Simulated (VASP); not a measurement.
The system is AlIn2N3.

```xyz
6
Lattice="5.9530 0.0000 0.0000 -2.9765 5.1554 0.0000 0.0000 0.0000 2.9786" Properties=species:S:1:pos:R:3 pbc="T T T"
Al    0.0000    0.0000    0.0000
In    0.0000    3.4370    0.0000
In    2.9765    1.7185    0.0000
N     2.9765    0.0000    1.4893
N     1.4882    2.5777    1.4893
N    -1.4882    2.5777    1.4893
```

| Quantity | Value |
| --- | --- |
| Program | VASP 6.6.1 |
| Task | relaxation of cell and atoms |
| Functional | PBE |
| Potentials or basis | VASP PAW PBE potentials, release 64 (Al, In_d, N) |
| Cutoff | 600 eV |
| k mesh | 3 × 3 × 6 |
| Occupations | gaussian, width 0.1 eV |
| Spin | no spin polarisation |

At the start: pressure 0.3 GPa; volume 15.24 Å³/atom.

Question: How do energy, volume and symmetry change on relaxing?

Answer: Over 9 steps the energy falls by 3.0 meV/atom and the volume is 15.17 Å³/atom (-0.4 %); space group P6/mmm (No. 191, to 0.05 Å).

The path:
| step | energy change (eV) | largest force (eV/Å) | pressure (GPa) | volume (Å³) |
| --- | --- | --- | --- | --- |
| 1 | 0.0000 | 0.0000 | 0.27 | 91.41 |
| 2 | -0.0105 | 0.0000 | -0.38 | 91.74 |
| 3 | -0.0113 | 0.0000 | -1.53 | 92.31 |
| 4 | -0.0142 | 0.0000 | -0.87 | 92.00 |
| 5 | -0.0144 | 0.0000 | -1.02 | 92.07 |
| 6 | -0.0167 | 0.0000 | 0.21 | 90.76 |
| 7 | -0.0178 | 0.0000 | -0.27 | 91.22 |
| 8 | -0.0178 | 0.0000 | -0.19 | 91.19 |
| 9 | -0.0180 | 0.0000 | 0.08 | 91.02 |

Final structure:
```
Al In N
1.0
     5.88448    0.00000    0.00000
    -2.94224    5.09611    0.00000
     0.00000    0.00000    3.03522
Al In N
1 2 3
Direct
  0.00000 0.00000 0.00000
  0.33333 0.66667 0.00000
  0.66667 0.33333 0.00000
  0.50000 0.00000 0.50000
  0.50000 0.50000 0.50000
  0.00000 0.50000 0.50000
```

Caveat: the k points lie up to 0.41 Å⁻¹ apart in the final cell.
